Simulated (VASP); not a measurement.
# Zr2N (P4_2/mnm) in VASP: further runs, part 2 of 2

VASP 6.6.1.

## 5. Single point, r2SCAN

This run uses another cell than the first one, of 16.15 Å³/atom, 1.048 times its volume.

POSCAR

```
Zr2N
1.0
    5.4130027300      0.0000000000      0.0000000000
    0.0000000000      5.4130027300      0.0000000000
    0.0000000000      0.0000000000      3.3077891900
Zr N
4 2
Direct
    0.2961254600      0.2961254600      0.0000000000
    0.7038745400      0.7038745400      0.0000000000
    0.7961254600      0.2038745400      0.5000000000
    0.2038745400      0.7961254600      0.5000000000
    0.0000000000      0.0000000000      0.0000000000
    0.5000000000      0.5000000000      0.5000000000
```

INCAR.step1

```
SYSTEM = Zr2N
  ALGO = Normal
  EDIFF = 1E-4
  ENCUT = 520
  GGA = PE
  ISMEAR = 1
  LASPH = .TRUE.
  LCHARG = .FALSE.
  LREAL = .FALSE.
  LWAVE = .TRUE.
  NBANDS = 38
  NELM = 80
  PREC = Accurate
  SIGMA = 0.01
```

INCAR.step2

```
SYSTEM = Zr2N
  ALGO = Normal
  EDIFF = 1E-6
  ENCUT = 520
  ISIF = 2
  ISMEAR = 1
  ISTART = 1
  LASPH = .TRUE.
  LCHARG = .FALSE.
  LMIXTAU = .TRUE.
  LREAL = .FALSE.
  LWAVE = .FALSE.
  METAGGA = R2SCAN
  NBANDS = 38
  NELM = 80
  PREC = Accurate
  SIGMA = 0.01
```

KPOINTS

```
k-points
0
G
  8 8 10
  0 0 0
```

Potentials or basis: VASP PAW PBE potentials, release 64 (Zr_sv, N).

Run with:

```
$ cat potpaw_PBE.64/Zr_sv/POTCAR potpaw_PBE.64/N/POTCAR > POTCAR
$ cp INCAR.step1 INCAR
$ mpirun -np 1 vasp_std > vasp.out
$ cp INCAR.step2 INCAR
$ mpirun -np 1 vasp_std > vasp.out
```

OUTCAR:

```text
SYSTEM = Zr2N
   EDIFF = 1E-6
   ENCUT = 520
   ISIF = 2
   ISMEAR = 1
   ISTART = 1
   LASPH = .TRUE.
   LREAL = .FALSE.
   METAGGA = R2SCAN
   NELM = 80
   PREC = Accurate

 ion  position               nearest neighbor table
   1  0.296  0.296  0.000-   5 2.27   6 2.27   6 2.27   2 3.12   4 3.21   3 3.21   4 3.21   3 3.21
                             4 3.21   4 3.21   3 3.21   3 3.21   2 3.89   2 3.89
   2  0.704  0.704  0.000-   5 2.27   6 2.27   6 2.27   1 3.12   4 3.21   3 3.21   4 3.21   3 3.21
                             3 3.21   3 3.21   4 3.21   4 3.21   1 3.89   1 3.89
   3  0.796  0.204  0.500-   6 2.27   5 2.27   5 2.27   4 3.12   1 3.21   1 3.21   2 3.21   2 3.21
                             2 3.21   2 3.21   1 3.21   1 3.21   4 3.89   4 3.89
   4  0.204  0.796  0.500-   6 2.27   5 2.27   5 2.27   3 3.12   1 3.21   1 3.21   2 3.21   2 3.21
                             1 3.21   1 3.21   2 3.21   2 3.21   3 3.89   3 3.89
   5  0.000  0.000  0.000-   1 2.27   2 2.27   3 2.27   4 2.27   3 2.27   4 2.27
   6  0.500  0.500  0.500-   3 2.27   4 2.27   1 2.27   2 2.27   1 2.27   2 2.27

  LATTYP: Found a simple tetragonal cell.
 ALAT       =     5.4130027300
 C/A-ratio  =     0.6110821211

  Lattice vectors:

 A1 = (   5.4130027300,   0.0000000000,   0.0000000000)
 A2 = (   0.0000000000,   5.4130027300,   0.0000000000)
 A3 = (   0.0000000000,   0.0000000000,   3.3077891900)

Analysis of symmetry for initial positions (statically):
=====================================================================
 Subroutine PRICEL returns:
 Original cell was already a primitive cell.

 Routine SETGRP: Setting up the symmetry group for a
 simple tetragonal supercell.

 Subroutine GETGRP returns: Found 16 space group operations
 (whereof  8 operations were pure point group operations)
 out of a pool of 16 trial point group operations.

The static configuration has the point symmetry D_2h.
 The point group associated with its full space group is D_4h.

Analysis of symmetry for dynamics (positions and initial velocities):
=====================================================================
[... 138 lines left out ...]
     AMIX     =   0.40;   BMIX     =  1.00
     AMIX_MAG =   1.60;   BMIX_MAG =  1.00
  volume/ion in A,a.u.               =      16.15       109.01
  Fermi-wavevector in a.u.,A,eV,Ry     =   1.379577  2.607023 25.895066  1.903234
  Thomas-Fermi vector in A             =   2.504534
   LORBIT       =      0    0 simple, 1 ext, 2 COOP (PROOUT), +10 PAW based schemes
   METAGGA = R2SCAN    functional components
   LHFCALC =     F    Hartree Fock is set to
   AEXX    =    0.0000 exact exchange contribution
   IVDW    =     0    specifies the selected vdW correction
   LEPSILON=     F    determine dielectric tensor
   LRPA    =     F    only Hartree local field effects (RPA)
 non-spin polarized calculation
 Methfessel and Paxton  Order N= 1 SIGMA  =   0.01
  energy-cutoff  :      520.00
  volume of cell :       96.92
 maximum number of plane-waves:      2636
   NGX = 21   NGY = 21   NGZ = 13

 number of electron      58.0000001 magnetization

 Free energy of the ion-electron system (eV)
  ---------------------------------------------------
  ext. energy  EPLUGINS =         0.00000000
  ---------------------------------------------------
  free energy    TOTEN  =      -117.74100067 eV

  energy without entropy =     -117.74101026  energy(sigma->0) =     -117.74100387

 E-fermi :   9.7496     XC(G=0): -12.5467

 val. band max:        9.7491117806   @ k =   0.1250   0.0000   0.2000
 cond. band min:       9.7616837646   @ k =   0.3750   0.3750   0.2000
 fundamental gap:      0.0125719841
 Fermi energy:         9.7495580721

 k-point     1 :       0.0000    0.0000    0.0000
  band No.  band energies     occupation
      1     -40.7203      2.00000
      2     -40.5748      2.00000
      3     -40.5748      2.00000
      4     -40.5142      2.00000
      5     -18.9456      2.00000
      6     -18.3536      2.00000
[... 973 lines left out ...]
     37      13.4461      0.00000
     38      13.4461      0.00000

 [... further k-points ...]
[... 5 lines left out ...]
  --------------------------------------------------------------------------------------
  -------------------------------------------------------------------------------------
  Total        0.1341389      0.1341389     -0.3886228      0.0000000      0.0000000      0.0000000
  in kB        2.2174361      2.2174361     -6.4242818      0.0000000      0.0000000      0.0000000
  external PRESSURE =      -0.6631366 kB  Pullay stress =       0.0000000 kB

 VOLUME and BASIS-vectors are now :
 -----------------------------------------------------------------------------
  energy-cutoff  :      520.00
  volume of cell :       96.92
      direct lattice vectors                 reciprocal lattice vectors
     5.413002730  0.000000000  0.000000000     0.184740347  0.000000000  0.000000000
     0.000000000  5.413002730  0.000000000     0.000000000  0.184740347  0.000000000
     0.000000000  0.000000000  3.307789190     0.000000000  0.000000000  0.302316727

 POSITION                                       TOTAL-FORCE (eV/Angst)
 -----------------------------------------------------------------------------------
      1.60293      1.60293      0.00000         0.025050      0.025050     -0.000000
      3.81007      3.81007      0.00000        -0.025050     -0.025050      0.000000
      4.30943      1.10357      1.65389         0.025050     -0.025050      0.000000
      1.10357      4.30943      1.65389        -0.025050      0.025050     -0.000000
      0.00000      0.00000      0.00000        -0.000000     -0.000000     -0.000000
      2.70650      2.70650      1.65389        -0.000000     -0.000000     -0.000000
 -----------------------------------------------------------------------------------
    total drift:                                0.000000     -0.000000     -0.000000

  FREE ENERGIE OF THE ION-ELECTRON SYSTEM (eV)
  ---------------------------------------------------
  free  energy   TOTEN  =      -117.7410006740 eV

  energy  without entropy=     -117.7410102602  energy(sigma->0) =     -117.74100387
```

OSZICAR.step1:

```text
N       E                     dE             d eps       ncg     rms          rms(c)
DAV:   1     0.573634800998E+03    0.57363E+03   -0.31204E+04  6840   0.154E+03
DAV:   2    -0.122163381468E+02   -0.58585E+03   -0.56949E+03  7778   0.451E+02
DAV:   3    -0.628296797997E+02   -0.50613E+02   -0.49873E+02 10716   0.106E+02
DAV:   4    -0.662414563755E+02   -0.34118E+01   -0.34048E+01 10034   0.249E+01
DAV:   5    -0.663758621695E+02   -0.13441E+00   -0.13437E+00  9376   0.436E+00    0.333E+01
DAV:   6    -0.585074688645E+02    0.78684E+01   -0.47626E+01  8560   0.279E+01    0.143E+01
DAV:   7    -0.583615690466E+02    0.14590E+00   -0.56061E+00  9542   0.804E+00    0.769E+00
DAV:   8    -0.583333103986E+02    0.28259E-01   -0.56481E-01  8050   0.348E+00    0.132E+00
DAV:   9    -0.583186105582E+02    0.14700E-01   -0.21176E-01  9300   0.159E+00    0.686E-01
DAV:  10    -0.583165661233E+02    0.20444E-02   -0.36852E-02  8998   0.891E-01    0.135E-01
DAV:  11    -0.583167623196E+02   -0.19620E-03   -0.10343E-03  8886   0.198E-01    0.327E-02
DAV:  12    -0.583167303533E+02    0.31966E-04   -0.11705E-04  5246   0.549E-02
   1 F= -.58316730E+02 E0= -.58316715E+02  d E =-.470366E-04
```

It took 8.8 min on 1 thread of Intel Xeon Platinum 8488C (Sapphire Rapids), shared host; peak memory 0.38 GiB.

What came out:

| Quantity | Value |
| --- | --- |
| Free energy | -117.7410 eV |
| Pressure | -0.1 GPa |
| Largest force | 0.035 eV/Å |
| Band gap on the k mesh | zero (band 29 reaches 11.22 eV, above the bottom of band 30 at 8.60 eV) |

Forces on the atoms (eV/Å):
```
Zr   0.025  0.025  0.000
Zr  -0.025 -0.025  0.000
Zr   0.025 -0.025  0.000
Zr  -0.025  0.025  0.000
N    0.000  0.000  0.000
N    0.000  0.000  0.000
```

Caveat: the PAW data sets were made with another functional, which shifts forces and pressure a little.

## 6. Overview

```tsv
level	potentials or basis	cell	k mesh	smearing	gap on the mesh (eV)	pressure (GPa)	largest force (eV/Å)
LDA	VASP PAW LDA potentials, release 64 (Zr_sv, N)	a = 5.333, b = 5.333, c = 3.251 Å, 6 atoms	8 × 8 × 10	gaussian 0.1 eV	none	0.5	0.01
r2SCAN	VASP PAW PBE potentials, release 64 (Zr_sv, N)	a = 5.413, b = 5.413, c = 3.308 Å, 6 atoms	8 × 8 × 10	methfessel-paxton 0.2 eV	none	-0.1	0.04
r2SCAN	VASP PAW PBE potentials, release 64 (Zr_sv, N)	a = 5.413, b = 5.413, c = 3.308 Å, 6 atoms	4 × 4 × 6	gaussian 0.1 eV	none	-0.1	0.03
r2SCAN	VASP PAW PBE potentials, release 64 (Zr_sv, N)	a = 5.413, b = 5.413, c = 3.308 Å, 6 atoms	8 × 8 × 10	methfessel-paxton 0.01 eV	none	-0.1	0.04
```

Alike in all rows: task single point; no spin polarisation; cutoff (eV) 520.

Caveats: the PAW data sets were made with another functional, which shifts forces and pressure a little (some runs).

Total energies depend on the potentials used, so only differences within one code and one set of settings carry meaning.
